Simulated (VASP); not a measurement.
# ScAl3 (Pm-3m) in VASP: further runs

The runs below take ScAl3 through single point, relaxation of volume and atoms at fixed shape, with PBE.

Everything below comes from runs of VASP 6.6.1. Logs are shortened: lines on timing, memory, paths and dates and some standing lists are left out, and cuts for length are marked.

### Step 1. The cell of the first run

It takes space group Pm-3m (No. 221, cubic). The conventional cell has a = 4.107 Å, b = 4.107 Å, c = 4.107 Å, α = 90.00°, β = 90.00°, γ = 90.00°. Within 3.8 Å of Sc (site symmetry m-3m) lie 12 Al at 2.90 Å. Within 3.8 Å of Al (site symmetry 4/mmm) lie 4 Sc at 2.90 Å and 8 Al at 2.90 Å.

### Step 2. Single point, PBE

INCAR reads:

```
SYSTEM = ScAl3
PREC = Accurate
ENCUT = 520
EDIFF = 1E-6
ISMEAR = -1
SIGMA = 0.1
LREAL = .FALSE.
LASPH = .TRUE.
NELM = 80
ALGO = Normal
ISIF = 2
LWAVE = .FALSE.
LCHARG = .FALSE.
GGA = PE
NBANDS = 18
```

KPOINTS reads:

```
Automatic mesh
0
G
  6 6 6
  0 0 0
```

POSCAR reads:

```
ScAl3
1.0
    4.1067153279      0.0000000000      0.0000000000
    0.0000000000      4.1067153279      0.0000000000
    0.0000000000      0.0000000000      4.1067153279
Sc Al
1 3
Direct
    0.0000000000      0.0000000000      0.0000000000
    0.5000000000      0.0000000000      0.5000000000
    0.0000000000      0.5000000000      0.5000000000
    0.5000000000      0.5000000000      0.0000000000
```

Potentials or basis: VASP PAW PBE potentials, release 64 (Sc_sv, Al).

On the command line:

```bash
cat potpaw_PBE.64/Sc_sv/POTCAR potpaw_PBE.64/Al/POTCAR > POTCAR
mpirun -np 1 vasp_std > vasp.out
```

OUTCAR:

```text
SYSTEM = ScAl3
   PREC = Accurate
   ENCUT = 520
   EDIFF = 1E-6
   ISMEAR = -1
   LREAL = .FALSE.
   LASPH = .TRUE.
   NELM = 80
   ISIF = 2
   GGA = PE

 ion  position               nearest neighbor table
   1  0.000  0.000  0.000-   2 2.90   3 2.90   4 2.90   2 2.90   3 2.90   3 2.90   4 2.90   3 2.90
                             2 2.90   4 2.90   2 2.90   4 2.90
   2  0.500  0.000  0.500-   1 2.90   3 2.90   4 2.90   1 2.90   4 2.90   3 2.90   4 2.90   4 2.90
                             1 2.90   3 2.90   1 2.90   3 2.90
   3  0.000  0.500  0.500-   1 2.90   2 2.90   4 2.90   1 2.90   4 2.90   1 2.90   2 2.90   1 2.90
                             2 2.90   4 2.90   4 2.90   2 2.90
   4  0.500  0.500  0.000-   1 2.90   2 2.90   3 2.90   2 2.90   3 2.90   1 2.90   2 2.90   2 2.90
                             1 2.90   3 2.90   3 2.90   1 2.90

  LATTYP: Found a simple cubic cell.
 ALAT       =     4.1067153279

  Lattice vectors:

 A1 = (   4.1067153279,   0.0000000000,   0.0000000000)
 A2 = (   0.0000000000,   4.1067153279,   0.0000000000)
 A3 = (   0.0000000000,   0.0000000000,   4.1067153279)

Analysis of symmetry for initial positions (statically):
=====================================================================
 Subroutine PRICEL returns:
 Original cell was already a primitive cell.

 Routine SETGRP: Setting up the symmetry group for a
 simple cubic supercell.

 Subroutine GETGRP returns: Found 48 space group operations
 (whereof 48 operations were pure point group operations)
 out of a pool of 48 trial point group operations.

The static configuration has the point symmetry O_h .

Analysis of symmetry for dynamics (positions and initial velocities):
=====================================================================
 Subroutine PRICEL returns:
 Original cell was already a primitive cell.

 Routine SETGRP: Setting up the symmetry group for a
 simple cubic supercell.

 Subroutine GETGRP returns: Found 48 space group operations
 (whereof 48 operations were pure point group operations)
 out of a pool of 48 trial point group operations.

The dynamic configuration has the point symmetry O_h .

 Subroutine INISYM returns: Found 48 space group operations
 (whereof 48 operations are pure point group operations),
 and found     1 'primitive' translations

----------------------------------------------------------------------------------------

                                     Primitive cell

  volume of cell :      69.2602

  direct lattice vectors                    reciprocal lattice vectors
     4.106715328  0.000000000  0.000000000     0.243503608  0.000000000  0.000000000
     0.000000000  4.106715328  0.000000000     0.000000000  0.243503608  0.000000000
     0.000000000  0.000000000  4.106715328     0.000000000  0.000000000  0.243503608

  length of vectors
     4.106715328  4.106715328  4.106715328     0.243503608  0.243503608  0.243503608

  position of ions in fractional coordinates (direct lattice)
     0.000000000  0.000000000  0.000000000
     0.500000000  0.000000000  0.500000000
     0.000000000  0.500000000  0.500000000
     0.500000000  0.500000000  0.000000000

  ion indices of the primitive-cell ions
   primitive index   ion index
                 1           1
                 2           2
                 3           3
                 4           4

----------------------------------------------------------------------------------------

 KPOINTS: Automatic mesh

Automatic generation of k-mesh.
 Grid dimensions read from file:
 generate k-points for:    6    6    6

 Generating k-lattice:

  Cartesian coordinates                     Fractional coordinates (reciprocal lattice)
     0.040583935  0.000000000  0.000000000     0.166666667  0.000000000  0.000000000
     0.000000000  0.040583935  0.000000000     0.000000000  0.166666667  0.000000000
     0.000000000  0.000000000  0.040583935     0.000000000  0.000000000  0.166666667

  Length of vectors
     0.040583935  0.040583935  0.040583935

  Shift w.r.t. Gamma in fractional coordinates (k-lattice)
     0.000000000  0.000000000  0.000000000

 Subroutine IBZKPT returns following result:
 ===========================================

 Found     20 irreducible k-points:

 Following reciprocal coordinates:
            Coordinates               Weight
  0.000000  0.000000  0.000000      1.000000
  0.166667  0.000000  0.000000      6.000000
  0.333333  0.000000  0.000000      6.000000
  0.500000  0.000000  0.000000      3.000000
  0.166667  0.166667  0.000000     12.000000
  0.333333  0.166667  0.000000     24.000000
[... 12 lines left out ...]
  0.500000  0.500000  0.333333      6.000000
  0.500000  0.500000  0.500000      1.000000
   k-points           NKPTS =     20   k-points in BZ     NKDIM =     20   number of bands    NBANDS=     18
   number of dos      NEDOS =    301   number of ions     NIONS =      4
   total plane-waves  NPLWV =  32768
   dimension x,y,z NGX =    32 NGY =   32 NGZ =   32
   dimension x,y,z NGXF=    64 NGYF=   64 NGZF=   64
   ions per type =               1   3
   NGX,Y,Z   is equivalent  to a cutoff of  12.95, 12.95, 12.95 a.u.
   NGXF,Y,Z  is equivalent  to a cutoff of  25.91, 25.91, 25.91 a.u.
 SYSTEM =  ScAl3
   PREC   = accura    normal or accurate (medium, high low for compatibility)
   ISTART =      0    job   : 0-new  1-cont  2-samecut
   ICHARG =      2    charge: 1-file 2-atom 10-const
   ISPIN  =      1    spin polarized calculation?
   LNONCOLLINEAR =      F non collinear calculations
   LSORBIT =      F    spin-orbit coupling
   LASPH  =      T    aspherical Exc in radial PAW
   ENCUT  =  520.0 eV  38.22 Ry    6.18 a.u.   7.64  7.64  7.64*2*pi/ulx,y,z
   NELM   =     80;   NELMIN=  2; NELMDL= -5     # of ELM steps
   EDIFF  = 0.1E-05   stopping-criterion for ELM
   LREAL  =      F    real-space projection
   EDIFFG = 0.1E-04   stopping-criterion for IOM
   NSW    =      0    number of steps for IOM
   IBRION =     -1    ionic relax: 0-MD 1-quasi-New 2-CG
   NFREE  =      0    steps in history (QN), initial steepest desc. (CG)
   ISIF   =      2    stress and relaxation
   ISYM   =      2    0-nonsym 1-usesym 2-fastsym
   POTIM  = 0.5000    time-step for ionic-motion
   TEBEG  =    0.0;   TEEND  =   0.0 temperature during run
   PSTRESS=    0.0 pullay stress
   NELECT =      20.0000    total number of electrons
   NUPDOWN=      -1.0000    fix difference up-down
   EMIN   =  10.00;   EMAX   =-10.00  energy-range for DOS
   EFERMI =   0.00;   METHOD = LEGACY
   ISMEAR =    -1;   SIGMA  =   0.10  broadening in eV -4-tet -1-fermi 0-gaus
   EFERMI_NEDOS =   21; number of points for ismear=-14 and -15
   IALGO  =     38    algorithm
   IMIX   =      4    mixing-type and parameters
     AMIX     =   0.40;   BMIX     =  1.00
     AMIX_MAG =   1.60;   BMIX_MAG =  1.00
  volume/ion in A,a.u.               =      17.32       116.85
  Fermi-wavevector in a.u.,A,eV,Ry     =   1.082074  2.044823 15.930841  1.170884
  Thomas-Fermi vector in A             =   2.218106
   LORBIT       =      0    0 simple, 1 ext, 2 COOP (PROOUT), +10 PAW based schemes
   GGA     = PE    functional components
   LHFCALC =     F    Hartree Fock is set to
   AEXX    =    0.0000 exact exchange contribution
   IVDW    =     0    specifies the selected vdW correction
   LEPSILON=     F    determine dielectric tensor
   LRPA    =     F    only Hartree local field effects (RPA)
 non-spin polarized calculation
  energy-cutoff  :      520.00
  volume of cell :       69.26
 maximum number of plane-waves:      1888
 NGX is ok and might be reduce to    32
   NGX = 15   NGY = 15   NGZ = 15

 number of electron      19.9999997 magnetization

 Free energy of the ion-electron system (eV)
  ---------------------------------------------------
  ext. energy  EPLUGINS =         0.00000000
  ---------------------------------------------------
  free energy    TOTEN  =       -19.31459135 eV

  energy without entropy =      -19.26208215  energy(sigma->0) =      -19.28833675

 E-fermi :   7.2329     XC(G=0): -10.3631

 val. band max:        6.9590273583   @ k =   0.3333   0.3333   0.0000
 cond. band min:       7.2455293414   @ k =   0.5000   0.3333   0.1667
 fundamental gap:      0.2865019830
 Fermi energy:         7.2329069777

 k-point     1 :       0.0000    0.0000    0.0000
  band No.  band energies     occupation
      1     -41.8708      2.00000
      2     -20.5693      2.00000
      3     -20.5693      2.00000
      4     -20.5693      2.00000
      5      -2.8085      2.00000
      6       4.5427      2.00000
[... 10 lines left out ...]
     17      12.3797      0.00000
     18      12.3797      0.00000

 k-point     2 :       0.1667    0.0000    0.0000
  band No.  band energies     occupation
      1     -41.8705      2.00000
      2     -20.5768      2.00000
      3     -20.5687      2.00000
      4     -20.5687      2.00000
      5      -2.5562      2.00000
      6       3.0070      2.00000
[... 10 lines left out ...]
     17      12.4212      0.00000
     18      12.4212      0.00000

 k-point     3 :       0.3333    0.0000    0.0000
  band No.  band energies     occupation
      1     -41.8699      2.00000
      2     -20.5920      2.00000
      3     -20.5675      2.00000
      4     -20.5675      2.00000
      5      -1.8242      2.00000
      6       1.1353      2.00000
[... 10 lines left out ...]
     17      11.5897      0.00000
     18      12.6592      0.00000

 k-point     4 :       0.5000    0.0000    0.0000
  band No.  band energies     occupation
      1     -41.8696      2.00000
      2     -20.5995      2.00000
      3     -20.5669      2.00000
      4     -20.5669      2.00000
      5      -0.9565      2.00000
      6      -0.1326      2.00000
[... 291 lines left out ...]
      4     -20.5852      2.00000
      5       0.6569      2.00000
      6       1.5968      2.00000
[... 10 lines left out ...]
     17      11.4900      0.00000
     18      14.3148      0.00000

 k-point    19 :       0.5000    0.5000    0.3333
  band No.  band energies     occupation
      1     -41.8676      2.00000
      2     -20.5923      2.00000
      3     -20.5923      2.00000
      4     -20.5846      2.00000
      5       1.3825      2.00000
      6       2.0694      2.00000
[... 10 lines left out ...]
     17      11.1356      0.00000
     18      15.6838      0.00000

 k-point    20 :       0.5000    0.5000    0.5000
  band No.  band energies     occupation
      1     -41.8674      2.00000
      2     -20.5913      2.00000
      3     -20.5913      2.00000
      4     -20.5913      2.00000
      5       2.3734      2.00000
      6       2.3734      2.00000
[... 10 lines left out ...]
     17      11.1172      0.00000
     18      17.9262      0.00000

------------------------ aborting loop because EDIFF is reached ----------------------------------------

  FORCE on cell =-STRESS in cart. coord.  units (eV):
  Direction    XX          YY          ZZ          XY          YZ          ZX
  --------------------------------------------------------------------------------------
  -------------------------------------------------------------------------------------
  Total       -0.0005834     -0.0005834     -0.0005834      0.0000000      0.0000000     -0.0000000
  in kB       -0.0134966     -0.0134966     -0.0134966      0.0000000      0.0000000     -0.0000000
  external PRESSURE =      -0.0134966 kB  Pullay stress =       0.0000000 kB

 VOLUME and BASIS-vectors are now :
 -----------------------------------------------------------------------------
  energy-cutoff  :      520.00
  volume of cell :       69.26
      direct lattice vectors                 reciprocal lattice vectors
     4.106715328  0.000000000  0.000000000     0.243503608  0.000000000  0.000000000
     0.000000000  4.106715328  0.000000000     0.000000000  0.243503608  0.000000000
     0.000000000  0.000000000  4.106715328     0.000000000  0.000000000  0.243503608

 POSITION                                       TOTAL-FORCE (eV/Angst)
 -----------------------------------------------------------------------------------
      0.00000      0.00000      0.00000         0.000000      0.000000      0.000000
      2.05336      0.00000      2.05336         0.000000      0.000000      0.000000
      0.00000      2.05336      2.05336         0.000000      0.000000      0.000000
      2.05336      2.05336      0.00000         0.000000      0.000000      0.000000
 -----------------------------------------------------------------------------------
    total drift:                                0.000000      0.000000      0.000000

  FREE ENERGIE OF THE ION-ELECTRON SYSTEM (eV)
  ---------------------------------------------------
  free  energy   TOTEN  =       -19.3145913541 eV

  energy  without entropy=      -19.2620821530  energy(sigma->0) =      -19.28833675
```

Wall time 43 s (1 thread of AMD EPYC, shared host); peak memory 0.15 GiB.

Results:

```
Free energy            : -19.3146 eV
Pressure               : 0.0 GPa
Band gap on the k mesh : zero (band 10 reaches 7.94 eV, above the bottom of band 11 at 4.20 eV)
```

### Step 3. Relaxation of volume and atoms at fixed shape, PBE

This run uses another cell than the first one, of 17.08 Å³/atom, 0.986 times its volume.

INCAR reads:

```
ALGO = Normal ; EDIFF = 1E-6
EDIFFG = -0.03 ; ENCUT = 600
GGA = PE ; IBRION = 2
ISIF = 8 ; ISMEAR = -1
LASPH = True ; LCHARG = False
LREAL = False ; LWAVE = False
NELM = 100 ; NSW = 80
PREC = Accurate ; SIGMA = 0.1
```

KPOINTS reads:

```
k-points
0
Gamma
  6 6 6
```

POSCAR reads:

```
ScAl3
1.0
    4.0878065700      0.0000000000      0.0000000000
    0.0000000000      4.0878065700      0.0000000000
    0.0000000000      0.0000000000      4.0878065700
Sc Al
1 3
Direct
    0.0000000000      0.0000000000      0.0000000000
    0.5000000000      0.0000000000      0.5000000000
    0.0000000000      0.5000000000      0.5000000000
    0.5000000000      0.5000000000      0.0000000000
```

Potentials or basis: VASP PAW PBE potentials, release 64 (Sc_sv, Al).

On the command line:

```bash
cat potpaw_PBE.64/Sc_sv/POTCAR potpaw_PBE.64/Al/POTCAR > POTCAR
mpirun -np 1 vasp_std > vasp.out
```

It took 2 min on 1 thread of AMD EPYC, shared host; peak memory 0.19 GiB.

Results (log left out):

```
Free energy                            : -19.3152 eV
Relaxed volume                         : 17.32 Å³/atom
Relaxed cell                           : a = 4.107 Å, b = 4.107 Å, c = 4.107 Å, α = 90.00°, β = 90.00°, γ = 90.00°
Space group after relaxing (to 0.05 Å) : Pm-3m (No. 221)
Energy gained by relaxing              : 0.9 meV/atom
Ionic steps                            : 3
Pressure after relaxing                : 0.0 GPa
Band gap on the k mesh                 : zero (band 10 reaches 7.93 eV, above the bottom of band 11 at 4.20 eV)
```

Step by step:
```tsv
step	energy change (eV)	largest force (eV/Å)	pressure (GPa)	volume (Å³)
1	0.0000	0.0000	1.25	68.31
2	-0.0033	0.0000	-0.43	69.63
3	-0.0038	0.0000	0.00	69.28
```

Final structure:
```
CELL_PARAMETERS angstrom
4.10720 0.00000 0.00000
0.00000 4.10720 0.00000
0.00000 0.00000 4.10720
ATOMIC_POSITIONS crystal
Sc 0.00000 0.00000 0.00000
Al 0.50000 0.00000 0.50000
Al 0.00000 0.50000 0.50000
Al 0.50000 0.50000 0.00000
```

Levels at points of the mesh, in eV from the Fermi level:
| k point | band 8 | band 9 | band 10 | band 11 | band 12 | band 13 |
| --- | --- | --- | --- | --- | --- | --- |
| (0.00, 0.00, 0.00) | -1.89 | -1.89 | -1.89 | 1.19 | 1.21 | 1.21 |
| (0.50, 0.00, 0.00) | -1.78 | -1.53 | 0.70 | 0.90 | 0.90 | 1.28 |
| (0.50, 0.50, 0.00) | -4.41 | -0.61 | -0.61 | 1.12 | 1.28 | 1.97 |
| (0.50, 0.50, 0.50) | -4.50 | -3.03 | -3.03 | -3.03 | 0.84 | 2.50 |
